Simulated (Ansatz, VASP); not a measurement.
**C in VASP and in Ansatz**

```
C
1.0
     2.45611    0.00000    0.00000
    -1.22807    2.12705    0.00000
     0.00000    0.00000    7.17327
C
4
Direct
  0.08338 0.91662 0.75314
  0.58338 0.41662 0.24686
  0.91662 0.08338 0.24686
  0.41662 0.58338 0.75314
```

Alike in both runs: task single point; functional LDA; k mesh 8 × 8 × 3; occupations fermi-dirac, width 0.1 eV; no spin polarisation.

```csv
,VASP,Ansatz
version,VASP 6.6.1,Ansatz 0.2.0
potentials or method,"VASP PAW LDA potentials, release 64 (C)","plane waves, PAW"
plane-wave cutoff (eV),520,420
valence electrons in the cell,16,16
```

```csv
,VASP,Ansatz,Ansatz less VASP
pressure (GPa),-3.2,-3.9,-0.74
"traceless stress, the component that is largest in VASP (GPa)",1.93,2.78,+0.857
rms of the force components (eV/Å),0.028,0.028,-0.0001
```

LDA's correlation is that of Perdew and Zunger in VASP and of Perdew and Wang (1992) in Ansatz. Atom by atom the forces differ by 0.000 eV/Å (rms over components).
